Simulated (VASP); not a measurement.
# NaCl (Fm-3m) in VASP: a series of runs

NaCl is run at these levels: PBEsol; tasks: single point.

Everything below comes from runs of VASP 6.6.1. Logs are shortened: lines on timing, memory, paths and dates and some standing lists are left out, and cuts for length are marked.

### Step 1. The cell of the first run

The structure is cubic, space group Fm-3m (No. 225). Conventional cell: a = 5.551 Å, b = 5.551 Å, c = 5.551 Å, α = 90.00°, β = 90.00°, γ = 90.00°. Cl (site symmetry m-3m) has 6 Na at 2.78 Å within 3.7 Å. Na (site symmetry m-3m) has 6 Cl at 2.78 Å within 3.7 Å.

### Step 2. Single point, PBEsol

File INCAR:

```
PREC     = Accurate       # precision mode
ENCUT    = 520            # plane-wave cutoff, eV
EDIFF    = 1E-7           # SCF threshold, eV
ISMEAR   = -1             # smearing method
SIGMA    = 0.05           # smearing width, eV
LREAL    = F              # projectors in reciprocal space
LASPH    = T              # aspherical terms in the spheres
NELM     = 100            # most SCF steps
ALGO     = Normal         # electronic algorithm
ISIF     = 2              # what is computed and relaxed
LWAVE    = F              # write WAVECAR
LCHARG   = F              # write CHGCAR
GGA      = PS             # functional
NBANDS   = 14             # bands
```

File KPOINTS:

```
regular mesh
0
Gamma
  8 8 8
```

File POSCAR:

```
NaCl
1.0
    0.0000000000      2.7753105505      2.7753105505
    2.7753105505      0.0000000000      2.7753105505
    2.7753105505      2.7753105505      0.0000000000
Cl Na
1 1
Direct
    0.5000000000      0.5000000000      0.5000000000
    0.0000000000      0.0000000000      0.0000000000
```

Potentials or basis: VASP PAW PBE potentials, release 64 (Cl, Na_pv).

The run is started by

```
$ cat potpaw_PBE.64/Cl/POTCAR potpaw_PBE.64/Na_pv/POTCAR > POTCAR
$ mpirun -np 1 vasp_std > vasp.out
```

OUTCAR:

```text
PREC = Accurate
   ENCUT = 520
   EDIFF = 1E-7
   ISMEAR = -1
   LREAL = F
   LASPH = T
   NELM = 100
   ISIF = 2
   GGA = PS

 ion  position               nearest neighbor table
   1  0.500  0.500  0.500-
   2  0.000  0.000  0.000-

  LATTYP: Found a face centered cubic cell.
 ALAT       =     5.5506211010

  Lattice vectors:

 A1 = (   0.0000000000,   2.7753105505,   2.7753105505)
 A2 = (   2.7753105505,   0.0000000000,   2.7753105505)
 A3 = (   2.7753105505,   2.7753105505,   0.0000000000)

Analysis of symmetry for initial positions (statically):
=====================================================================
 Subroutine PRICEL returns:
 Original cell was already a primitive cell.

 Routine SETGRP: Setting up the symmetry group for a
 face centered cubic supercell.

 Subroutine GETGRP returns: Found 48 space group operations
 (whereof 48 operations were pure point group operations)
 out of a pool of 48 trial point group operations.

The static configuration has the point symmetry O_h .

Analysis of symmetry for dynamics (positions and initial velocities):
=====================================================================
 Subroutine PRICEL returns:
 Original cell was already a primitive cell.

 Routine SETGRP: Setting up the symmetry group for a
 face centered cubic supercell.

 Subroutine GETGRP returns: Found 48 space group operations
 (whereof 48 operations were pure point group operations)
 out of a pool of 48 trial point group operations.

The dynamic configuration has the point symmetry O_h .

 Subroutine INISYM returns: Found 48 space group operations
 (whereof 48 operations are pure point group operations),
 and found     1 'primitive' translations

----------------------------------------------------------------------------------------

                                     Primitive cell

  volume of cell :      42.7528

  direct lattice vectors                    reciprocal lattice vectors
     0.000000000  2.775310550  2.775310550    -0.180160018  0.180160018  0.180160018
     2.775310550  0.000000000  2.775310550     0.180160018 -0.180160018  0.180160018
     2.775310550  2.775310550  0.000000000     0.180160018  0.180160018 -0.180160018

  length of vectors
     3.924881820  3.924881820  3.924881820     0.312046305  0.312046305  0.312046305

  position of ions in fractional coordinates (direct lattice)
     0.500000000  0.500000000  0.500000000
     0.000000000  0.000000000  0.000000000

  ion indices of the primitive-cell ions
   primitive index   ion index
                 1           1
                 2           2

----------------------------------------------------------------------------------------

 KPOINTS: regular mesh

Automatic generation of k-mesh.
 Grid dimensions read from file:
 generate k-points for:    8    8    8

 Generating k-lattice:

  Cartesian coordinates                     Fractional coordinates (reciprocal lattice)
    -0.022520002  0.022520002  0.022520002     0.125000000  0.000000000  0.000000000
     0.022520002 -0.022520002  0.022520002     0.000000000  0.125000000  0.000000000
     0.022520002  0.022520002 -0.022520002     0.000000000  0.000000000  0.125000000

  Length of vectors
     0.039005788  0.039005788  0.039005788

  Shift w.r.t. Gamma in fractional coordinates (k-lattice)
     0.000000000  0.000000000  0.000000000

 Subroutine IBZKPT returns following result:
 ===========================================

 Found     29 irreducible k-points:

 Following reciprocal coordinates:
            Coordinates               Weight
  0.000000  0.000000  0.000000      1.000000
  0.125000  0.000000  0.000000      8.000000
  0.250000  0.000000  0.000000      8.000000
  0.375000  0.000000  0.000000      8.000000
  0.500000  0.000000  0.000000      4.000000
  0.125000  0.125000  0.000000      6.000000
[... 16 lines left out ...]
  0.500000  0.250000  0.125000     48.000000
 -0.375000  0.250000  0.125000     24.000000
 [... further k-points ...]
   k-points           NKPTS =     29   k-points in BZ     NKDIM =     29   number of bands    NBANDS=     14
   number of dos      NEDOS =    301   number of ions     NIONS =      2
   total plane-waves  NPLWV =  27000
   dimension x,y,z NGX =    30 NGY =   30 NGZ =   30
   dimension x,y,z NGXF=    60 NGYF=   60 NGZF=   60
   ions per type =               1   1
   NGX,Y,Z   is equivalent  to a cutoff of  12.71, 12.71, 12.71 a.u.
   NGXF,Y,Z  is equivalent  to a cutoff of  25.41, 25.41, 25.41 a.u.
 SYSTEM =  unknown system
   PREC   = accura    normal or accurate (medium, high low for compatibility)
   ISTART =      0    job   : 0-new  1-cont  2-samecut
   ICHARG =      2    charge: 1-file 2-atom 10-const
   ISPIN  =      1    spin polarized calculation?
   LNONCOLLINEAR =      F non collinear calculations
   LSORBIT =      F    spin-orbit coupling
   LASPH  =      T    aspherical Exc in radial PAW
   ENCUT  =  520.0 eV  38.22 Ry    6.18 a.u.   7.30  7.30  7.30*2*pi/ulx,y,z
   NELM   =    100;   NELMIN=  2; NELMDL= -5     # of ELM steps
   EDIFF  = 0.1E-06   stopping-criterion for ELM
   LREAL  =      F    real-space projection
   EDIFFG = 0.1E-05   stopping-criterion for IOM
   NSW    =      0    number of steps for IOM
   IBRION =     -1    ionic relax: 0-MD 1-quasi-New 2-CG
   NFREE  =      0    steps in history (QN), initial steepest desc. (CG)
   ISIF   =      2    stress and relaxation
   ISYM   =      2    0-nonsym 1-usesym 2-fastsym
   POTIM  = 0.5000    time-step for ionic-motion
   TEBEG  =    0.0;   TEEND  =   0.0 temperature during run
   PSTRESS=    0.0 pullay stress
   NELECT =      14.0000    total number of electrons
   NUPDOWN=      -1.0000    fix difference up-down
   EMIN   =  10.00;   EMAX   =-10.00  energy-range for DOS
   EFERMI =   0.00;   METHOD = LEGACY
   ISMEAR =    -1;   SIGMA  =   0.05  broadening in eV -4-tet -1-fermi 0-gaus
   EFERMI_NEDOS =   21; number of points for ismear=-14 and -15
   IALGO  =     38    algorithm
   IMIX   =      4    mixing-type and parameters
     AMIX     =   0.40;   BMIX     =  1.00
     AMIX_MAG =   1.60;   BMIX_MAG =  1.00
  volume/ion in A,a.u.               =      21.38       144.26
  Fermi-wavevector in a.u.,A,eV,Ry     =   1.128399  2.132364 17.324077  1.273284
  Thomas-Fermi vector in A             =   2.265089
   LORBIT       =      0    0 simple, 1 ext, 2 COOP (PROOUT), +10 PAW based schemes
   GGA     = PS    functional components
   LHFCALC =     F    Hartree Fock is set to
   AEXX    =    0.0000 exact exchange contribution
   IVDW    =     0    specifies the selected vdW correction
   LEPSILON=     F    determine dielectric tensor
   LRPA    =     F    only Hartree local field effects (RPA)
 non-spin polarized calculation
  energy-cutoff  :      520.00
  volume of cell :       42.75
 maximum number of plane-waves:      1174
 NGX is ok and might be reduce to    30
   NGX = 15   NGY = 15   NGZ = 15

 number of electron      14.0000011 magnetization

 Free energy of the ion-electron system (eV)
  ---------------------------------------------------
  ext. energy  EPLUGINS =         0.00000000
  ---------------------------------------------------
  free energy    TOTEN  =        -6.99499286 eV

  energy without entropy =       -6.99499286  energy(sigma->0) =       -6.99499286

 E-fermi :   0.6057     XC(G=0):  -8.5465

 val. band max:       -0.4997394521   @ k =   0.0000   0.0000   0.0000
 cond. band min:       4.6129852855   @ k =   0.0000   0.0000   0.0000
 fundamental gap:      5.1127247376
 Fermi energy:         0.6057197208

 k-point     1 :       0.0000    0.0000    0.0000
  band No.  band energies     occupation
      1     -21.0653      2.00000
      2     -21.0653      2.00000
      3     -21.0653      2.00000
      4     -13.2590      2.00000
      5      -0.4997      2.00000
      6      -0.4997      2.00000
      7      -0.4997      2.00000
      8       4.6130      0.00000
      9      10.5409      0.00000
     10      10.5409      0.00000
     11      10.5409      0.00000
     12      12.8261      0.00000
     13      12.8261      0.00000
     14      14.2765      0.00000

 k-point     2 :       0.1250    0.0000    0.0000
  band No.  band energies     occupation
      1     -21.0710      2.00000
      2     -21.0657      2.00000
      3     -21.0657      2.00000
      4     -13.2037      2.00000
      5      -0.9105      2.00000
      6      -0.5460      2.00000
      7      -0.5460      2.00000
      8       5.1373      0.00000
      9       9.9792      0.00000
     10      10.7476      0.00000
     11      10.7476      0.00000
     12      12.5712      0.00000
     13      12.5712      0.00000
     14      15.2884      0.00000

 k-point     3 :       0.2500    0.0000    0.0000
  band No.  band energies     occupation
      1     -21.0847      2.00000
      2     -21.0666      2.00000
      3     -21.0666      2.00000
      4     -13.0658      2.00000
      5      -1.7134      2.00000
      6      -0.6536      2.00000
      7      -0.6536      2.00000
      8       6.1144      0.00000
      9       9.4699      0.00000
     10      10.8774      0.00000
     11      10.8774      0.00000
     12      12.7901      0.00000
     13      12.7901      0.00000
     14      15.3397      0.00000
[... 324 lines left out ...]
 k-point    23 :       0.5000    0.2500    0.1250
  band No.  band energies     occupation
      1     -21.0932      2.00000
      2     -21.0751      2.00000
      3     -21.0698      2.00000
      4     -12.8691      2.00000
      5      -2.1967      2.00000
      6      -1.2648      2.00000
      7      -0.9014      2.00000
      8       7.6762      0.00000
      9       9.0920      0.00000
     10       9.4462      0.00000
     11      11.4890      0.00000
     12      13.3203      0.00000
     13      15.7838      0.00000
     14      16.2560      0.00000

 k-point    24 :      -0.3750    0.2500    0.1250
  band No.  band energies     occupation
      1     -21.0961      2.00000
      2     -21.0757      2.00000
      3     -21.0708      2.00000
      4     -12.8237      2.00000
      5      -2.3256      2.00000
      6      -1.3520      2.00000
      7      -0.9600      2.00000
      8       7.7648      0.00000
      9       9.1455      0.00000
     10       9.8003      0.00000
     11      11.2971      0.00000
     12      13.9694      0.00000
     13      15.3259      0.00000
     14      16.3853      0.00000

 [... further k-points ...]

------------------------ aborting loop because EDIFF is reached ----------------------------------------

  FORCE on cell =-STRESS in cart. coord.  units (eV):
  Direction    XX          YY          ZZ          XY          YZ          ZX
  --------------------------------------------------------------------------------------
  -------------------------------------------------------------------------------------
  Total        0.2110523      0.2110523      0.2110523     -0.0000000     -0.0000000     -0.0000000
  in kB        7.9092618      7.9092618      7.9092618     -0.0000000     -0.0000000     -0.0000000
  external PRESSURE =       7.9092618 kB  Pullay stress =       0.0000000 kB

 VOLUME and BASIS-vectors are now :
 -----------------------------------------------------------------------------
  energy-cutoff  :      520.00
  volume of cell :       42.75
      direct lattice vectors                 reciprocal lattice vectors
     0.000000000  2.775310550  2.775310550    -0.180160018  0.180160018  0.180160018
     2.775310550  0.000000000  2.775310550     0.180160018 -0.180160018  0.180160018
     2.775310550  2.775310550  0.000000000     0.180160018  0.180160018 -0.180160018

 POSITION                                       TOTAL-FORCE (eV/Angst)
 -----------------------------------------------------------------------------------
      2.77531      2.77531      2.77531        -0.000000     -0.000000     -0.000000
      0.00000      0.00000      0.00000         0.000000      0.000000      0.000000
 -----------------------------------------------------------------------------------
    total drift:                               -0.000000      0.000000      0.000000

  FREE ENERGIE OF THE ION-ELECTRON SYSTEM (eV)
  ---------------------------------------------------
  free  energy   TOTEN  =        -6.9949928551 eV

  energy  without entropy=       -6.9949928551  energy(sigma->0) =       -6.99499286
```

Run time: 18 s. Hardware: 1 thread of AMD EPYC 7R43 (Zen 3), shared host; peak memory 0.13 GiB.

What came out:

```yaml
Free_energy: -6.9950 eV
Pressure: 0.8 GPa
Band_gap_on_the_k_mesh: 5.11 eV, direct
```

Levels at points of the mesh, in eV from the valence-band top:
```csv
k point,band 3,band 4,band 5,band 6,band 7,band 8,band 9,band 10,band 11,band 12
"(0.00, 0.00, 0.00)",-20.57,-12.76,0.00,0.00,0.00,5.11,11.04,11.04,11.04,13.33
"(0.50, 0.00, 0.00)",-20.57,-12.36,-2.12,-0.30,-0.30,7.16,10.89,10.97,10.97,15.14
"(0.50, 0.50, 0.00)",-20.58,-12.31,-1.84,-0.66,-0.66,7.57,7.84,11.47,15.04,15.04
```

Caveat: the PAW data sets were made with another functional, which shifts forces and pressure a little. PBEsol gaps usually lie below the measured ones, often by a third to a half.

(Part 1 of 2 ends here.)
